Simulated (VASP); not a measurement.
# AgBr (Fm-3m) in VASP: notebook

Aim: see how the results for AgBr move with the level of theory and the settings. Levels: HSE06, LDA. Tasks: single point.

Everything below comes from runs of VASP 6.6.1. Logs are shortened: lines on timing, memory, paths and dates and some standing lists are left out, and cuts for length are marked.

**1. The cell of the first run**

It takes space group Fm-3m (No. 225, cubic). Conventional cell: a = 5.785 Å, b = 5.785 Å, c = 5.785 Å, α = 90.00°, β = 90.00°, γ = 90.00°. Ag (site symmetry m-3m) has 6 Br at 2.89 Å within 3.8 Å. Within 3.8 Å of Br (site symmetry m-3m) lie 6 Ag at 2.89 Å.

**2. Single point, HSE06, non-collinear spin, zero start, spin-orbit coupling**

Input file POSCAR:

```
AgBr
1.0
    0.0000000000      2.8927339603      2.8927339603
    2.8927339603      0.0000000000      2.8927339603
    2.8927339603      2.8927339603      0.0000000000
Ag Br
1 1
Direct
    0.0000000000      0.0000000000      0.0000000000
    0.5000000000      0.5000000000      0.5000000000
```

Input file INCAR.step1:

```
PREC = Accurate
ENCUT = 400
EDIFF = 1E-5
ISMEAR = 0
SIGMA = 0.01
LREAL = F
LASPH = T
NELM = 200
ALGO = Normal
ISIF = 2
LWAVE = T
LCHARG = F
LNONCOLLINEAR = T
MAGMOM = 0 0 0 0 0 0
LORBIT = 11
LSORBIT = T
GGA_COMPAT = F
LORBMOM = T
LMAXMIX = 4
NBANDS = 30
GGA = PE
```

Input file INCAR.step2:

```
PREC = Accurate
ENCUT = 400
EDIFF = 1E-6
ISMEAR = 0
SIGMA = 0.01
LREAL = F
LASPH = T
NELM = 200
ALGO = Normal
ISIF = 2
LWAVE = F
LCHARG = F
LNONCOLLINEAR = T
MAGMOM = 0 0 0 0 0 0
LORBIT = 11
LSORBIT = T
GGA_COMPAT = F
LORBMOM = T
LMAXMIX = 4
GGA = PE
LHFCALC = T
HFSCREEN = 0.2079
PRECFOCK = Normal
NBANDS = 30
ISTART = 1
```

Input file KPOINTS:

```
regular mesh
0
Gamma
  4 4 4
```

Potentials or basis: VASP PAW PBE potentials, release 64 (Ag, Br).

Launch:

```
cat potpaw_PBE.64/Ag/POTCAR potpaw_PBE.64/Br/POTCAR > POTCAR
cp INCAR.step1 INCAR
mpirun -np 1 vasp_ncl > vasp.out
cp INCAR.step2 INCAR
mpirun -np 1 vasp_ncl > vasp.out
```

OUTCAR:

```text
PREC = Accurate
   ENCUT = 400
   EDIFF = 1E-6
   ISMEAR = 0
   LREAL = F
   LASPH = T
   NELM = 200
   ISIF = 2
   LNONCOLLINEAR = T
   LORBIT = 11
   LSORBIT = T
   GGA = PE
   LHFCALC = T
   HFSCREEN = 0.2079
   PRECFOCK = Normal
   ISTART = 1

 ion  position               nearest neighbor table
   1  0.000  0.000  0.000-   2 2.89   2 2.89   2 2.89   2 2.89   2 2.89   2 2.89
   2  0.500  0.500  0.500-   1 2.89   1 2.89   1 2.89   1 2.89   1 2.89   1 2.89

  LATTYP: Found a face centered cubic cell.
 ALAT       =     5.7854679206

  Lattice vectors:

 A1 = (   0.0000000000,   2.8927339603,   2.8927339603)
 A2 = (   2.8927339603,   0.0000000000,   2.8927339603)
 A3 = (   2.8927339603,   2.8927339603,   0.0000000000)

Analysis of symmetry for initial positions (statically):
=====================================================================
 Subroutine PRICEL returns:
 Original cell was already a primitive cell.

 Routine SETGRP: Setting up the symmetry group for a
 face centered cubic supercell.

 Subroutine GETGRP returns: Found 48 space group operations
 (whereof 48 operations were pure point group operations)
 out of a pool of 48 trial point group operations.

The static configuration has the point symmetry O_h .

Analysis of symmetry for dynamics (positions and initial velocities):
=====================================================================
 Subroutine PRICEL returns:
 Original cell was already a primitive cell.

 Routine SETGRP: Setting up the symmetry group for a
 face centered cubic supercell.

 Subroutine GETGRP returns: Found 48 space group operations
 (whereof 48 operations were pure point group operations)
 out of a pool of 48 trial point group operations.

The dynamic configuration has the point symmetry O_h .

Analysis of structural, dynamic, and magnetic symmetry:
=====================================================================
 Subroutine PRICEL returns:
 Original cell was already a primitive cell.

 Routine SETGRP: Setting up the symmetry group for a
 face centered cubic supercell.

 Subroutine GETGRP returns: Found 48 space group operations
 (whereof 48 operations were pure point group operations)
 out of a pool of 48 trial point group operations.

The overall configuration has the point symmetry O_h .

 Subroutine INISYM returns: Found 48 space group operations
 (whereof 48 operations are pure point group operations),
 and found     1 'primitive' translations

----------------------------------------------------------------------------------------

                                     Primitive cell

  volume of cell :      48.4123

  direct lattice vectors                    reciprocal lattice vectors
     0.000000000  2.892733960  2.892733960    -0.172846866  0.172846866  0.172846866
     2.892733960  0.000000000  2.892733960     0.172846866 -0.172846866  0.172846866
     2.892733960  2.892733960  0.000000000     0.172846866  0.172846866 -0.172846866

  length of vectors
     4.090943599  4.090943599  4.090943599     0.299379554  0.299379554  0.299379554

  position of ions in fractional coordinates (direct lattice)
     0.000000000  0.000000000  0.000000000
     0.500000000  0.500000000  0.500000000

  ion indices of the primitive-cell ions
   primitive index   ion index
                 1           1
                 2           2

----------------------------------------------------------------------------------------

 KPOINTS: regular mesh

Automatic generation of k-mesh.
 Grid dimensions read from file:
 generate k-points for:    4    4    4

 Generating k-lattice:

  Cartesian coordinates                     Fractional coordinates (reciprocal lattice)
    -0.043211717  0.043211717  0.043211717     0.250000000  0.000000000  0.000000000
     0.043211717 -0.043211717  0.043211717     0.000000000  0.250000000  0.000000000
     0.043211717  0.043211717 -0.043211717     0.000000000  0.000000000  0.250000000

  Length of vectors
[... 88 lines left out ...]
 number of electron      17.9999992 magnetization      -0.0000000     -0.0000000      0.0000000

 Free energy of the ion-electron system (eV)
  ---------------------------------------------------
  ext. energy  EPLUGINS =         0.00000000
  ---------------------------------------------------
  free energy    TOTEN  =        -6.12997997 eV

  energy without entropy =       -6.12997997  energy(sigma->0) =       -6.12997997

 E-fermi :   2.6209     XC(G=0):  -8.0447

 val. band max:        2.5261052087   @ k =   0.5000   0.0000   0.0000
 cond. band min:       4.4363331606   @ k =   0.0000   0.0000   0.0000
 fundamental gap:      1.9102279520
 Fermi energy:         2.6209359456

 k-point     1 :       0.0000    0.0000    0.0000
  band No.  band energies     occupation
      1     -13.5176      1.00000
      2     -13.5176      1.00000
      3      -1.1634      1.00000
      4      -1.1634      1.00000
      5      -1.1634      1.00000
      6      -1.1634      1.00000
[... 253 lines left out ...]
     29      16.8719      0.00000
     30      16.8719      0.00000

------------------------ aborting loop because EDIFF is reached ----------------------------------------

  FORCE on cell =-STRESS in cart. coord.  units (eV):
  Direction    XX          YY          ZZ          XY          YZ          ZX
  --------------------------------------------------------------------------------------
  -------------------------------------------------------------------------------------
  Total        0.2432700      0.2432700      0.2432700      0.0000000     -0.0000000      0.0000000
  in kB        8.0508845      8.0508845      8.0508845      0.0000000     -0.0000000      0.0000000
  external PRESSURE =       8.0508845 kB  Pullay stress =       0.0000000 kB

 VOLUME and BASIS-vectors are now :
 -----------------------------------------------------------------------------
  energy-cutoff  :      400.00
  volume of cell :       48.41
      direct lattice vectors                 reciprocal lattice vectors
     0.000000000  2.892733960  2.892733960    -0.172846866  0.172846866  0.172846866
     2.892733960  0.000000000  2.892733960     0.172846866 -0.172846866  0.172846866
     2.892733960  2.892733960  0.000000000     0.172846866  0.172846866 -0.172846866

 POSITION                                       TOTAL-FORCE (eV/Angst)
 -----------------------------------------------------------------------------------
      0.00000      0.00000      0.00000        -0.000000      0.000000     -0.000000
      2.89273      2.89273      2.89273         0.000000     -0.000000      0.000000
 -----------------------------------------------------------------------------------
    total drift:                                0.000000     -0.000000     -0.000000

  FREE ENERGIE OF THE ION-ELECTRON SYSTEM (eV)
  ---------------------------------------------------
  free  energy   TOTEN  =        -6.1299799685 eV

  energy  without entropy=       -6.1299799685  energy(sigma->0) =       -6.12997997

 orbital moment (x)

 # of ion     p       d       tot
 ----------------------------------------
  1         0.000  -0.000  -0.000
  2         0.000   0.000   0.000
 ----------------------------------------
            0.000   0.000   0.000

 orbital moment (y)

 # of ion     p       d       tot
 ----------------------------------------
  1         0.000  -0.000  -0.000
  2         0.000   0.000   0.000
 ----------------------------------------
            0.000   0.000   0.000

 orbital moment (z)

 # of ion     p       d       tot
 ----------------------------------------
  1         0.000   0.000   0.000
  2         0.000   0.000   0.000
 ----------------------------------------
            0.000   0.000   0.000

 Spin-Orbit-Coupling matrix elements

 Ion:    1  E_soc:     -0.0370421
 l=   1
     0.0000000    -0.0008523    -0.0008523
    -0.0008523     0.0000000    -0.0008523
    -0.0008523    -0.0008523     0.0000000
 l=   2
     0.0000000    -0.0010710     0.0000000    -0.0010710    -0.0042503
    -0.0010710     0.0000000    -0.0031877    -0.0010710    -0.0010626
     0.0000000    -0.0031877     0.0000000    -0.0031877     0.0000000
    -0.0010710    -0.0010710    -0.0031877     0.0000000    -0.0010626
    -0.0042503    -0.0010626     0.0000000    -0.0010626     0.0000000
 l=   3
     0.0000000     0.0000000     0.0000000     0.0000000     0.0000000     0.0000000     0.0000000
     0.0000000     0.0000000     0.0000000     0.0000000     0.0000000     0.0000000     0.0000000
     0.0000000     0.0000000     0.0000000     0.0000000     0.0000000     0.0000000     0.0000000
     0.0000000     0.0000000     0.0000000     0.0000000     0.0000000     0.0000000     0.0000000
     0.0000000     0.0000000     0.0000000     0.0000000     0.0000000     0.0000000     0.0000000
     0.0000000     0.0000000     0.0000000     0.0000000     0.0000000     0.0000000     0.0000000
     0.0000000     0.0000000     0.0000000     0.0000000     0.0000000     0.0000000     0.0000000

 Ion:    2  E_soc:     -0.0539350
 l=   1
     0.0000000    -0.0089795    -0.0089795
    -0.0089795     0.0000000    -0.0089795
    -0.0089795    -0.0089795     0.0000000
 l=   2
     0.0000000     0.0000003     0.0000000     0.0000003    -0.0000100
     0.0000003     0.0000000    -0.0000075     0.0000003    -0.0000025
     0.0000000    -0.0000075     0.0000000    -0.0000075     0.0000000
     0.0000003     0.0000003    -0.0000075     0.0000000    -0.0000025
    -0.0000100    -0.0000025     0.0000000    -0.0000025     0.0000000
 l=   3
     0.0000000     0.0000000     0.0000000     0.0000000     0.0000000     0.0000000     0.0000000
     0.0000000     0.0000000     0.0000000     0.0000000     0.0000000     0.0000000     0.0000000
     0.0000000     0.0000000     0.0000000     0.0000000     0.0000000     0.0000000     0.0000000
     0.0000000     0.0000000     0.0000000     0.0000000     0.0000000     0.0000000     0.0000000
     0.0000000     0.0000000     0.0000000     0.0000000     0.0000000     0.0000000     0.0000000
     0.0000000     0.0000000     0.0000000     0.0000000     0.0000000     0.0000000     0.0000000
     0.0000000     0.0000000     0.0000000     0.0000000     0.0000000     0.0000000     0.0000000

 total charge

# of ion       s       p       d       tot
------------------------------------------
    1        0.194   0.135   9.422   9.752
    2        1.606   3.259   0.020   4.885
--------------------------------------------------
tot          1.800   3.395   9.442  14.637

 magnetization (x)

# of ion       s       p       d       tot
------------------------------------------
    1       -0.000   0.000   0.000  -0.000
    2        0.000  -0.000   0.000  -0.000
--------------------------------------------------
tot          0.000  -0.000   0.000  -0.000

 magnetization (y)

# of ion       s       p       d       tot
------------------------------------------
    1       -0.000   0.000  -0.000  -0.000
    2        0.000   0.000   0.000   0.000
--------------------------------------------------
tot         -0.000   0.000  -0.000  -0.000

 magnetization (z)

# of ion       s       p       d       tot
------------------------------------------
    1       -0.000  -0.000   0.000  -0.000
    2       -0.000  -0.000   0.000  -0.000
--------------------------------------------------
tot         -0.000  -0.000   0.000  -0.000
```

Run time: 32 min. Hardware: 1 thread of Intel Xeon Platinum 8259CL at 2.50GHz (Skylake/Cascade Lake), shared host; peak memory 0.37 GiB.

What came out:

```yaml
Free_energy: -6.1300 eV
Pressure: 0.8 GPa
Net_moment: 0.00 μB per cell
Valence_electrons_inside_the_program's_atomic_spheres: Ag 9.75; Br 4.88
```

Moments on the atoms (μB; x, y, z):
```
Ag  0.00 0.00 0.00
Br  0.00 0.00 0.00
```

Caveat: the k points lie up to 0.47 Å⁻¹ apart; the PAW data sets were made with another functional, which shifts forces and pressure a little.

**3. Single point, LDA**

This run uses another cell than the first one, of 21.77 Å³/atom.

Input file INCAR:

```
PREC = Accurate ; ENCUT = 500
EDIFF = 1E-6 ; ISMEAR = -1
SIGMA = 0.02 ; LREAL = F
LASPH = T ; NELM = 120
ALGO = Normal ; ISIF = 2
LWAVE = F ; LCHARG = T
GGA = CA ; LELF = T
LVHAR = T ; NBANDS = 16
GGA_COMPAT = F
```

Input file KPOINTS:

```
regular mesh
0
Gamma
  8 8 8
```

Input file POSCAR:

```
AgBr
1.0
    0.0000000000      2.7920991322      2.7920991322
    2.7920991322      0.0000000000      2.7920991322
    2.7920991322      2.7920991322      0.0000000000
Ag Br
1 1
Direct
    0.0000000000      0.0000000000      0.0000000000
    0.5000000000      0.5000000000      0.5000000000
```

Potentials or basis: VASP PAW LDA potentials, release 64 (Ag, Br).

Launch:

```
cat potpaw_LDA.64/Ag/POTCAR potpaw_LDA.64/Br/POTCAR > POTCAR
mpirun -np 1 vasp_std > vasp.out
```

It took 18 s on 1 thread of Intel Xeon 8259CL, shared host; peak memory 0.16 GiB.

The run converged. Its results:

```yaml
Free_energy: -6.4122 eV
Pressure: 0.1 GPa
Band_gap_on_the_k_mesh: 0.42 eV (least direct gap 2.66 eV)
```

Levels at points of the mesh, in eV from the valence-band top:
```
           k point  band 6  band 7  band 8  band 9  band 10  band 11  band 12  band 13
(0.00, 0.00, 0.00)   -3.26   -2.24   -2.24   -2.24     0.42     9.82     9.82     9.82
(0.50, 0.00, 0.00)   -2.87   -2.48    0.00    0.00     3.26     6.41     6.41     6.93
(0.50, 0.50, 0.00)   -3.06   -2.74   -2.74   -2.58     1.18     6.78     9.20    11.22
```
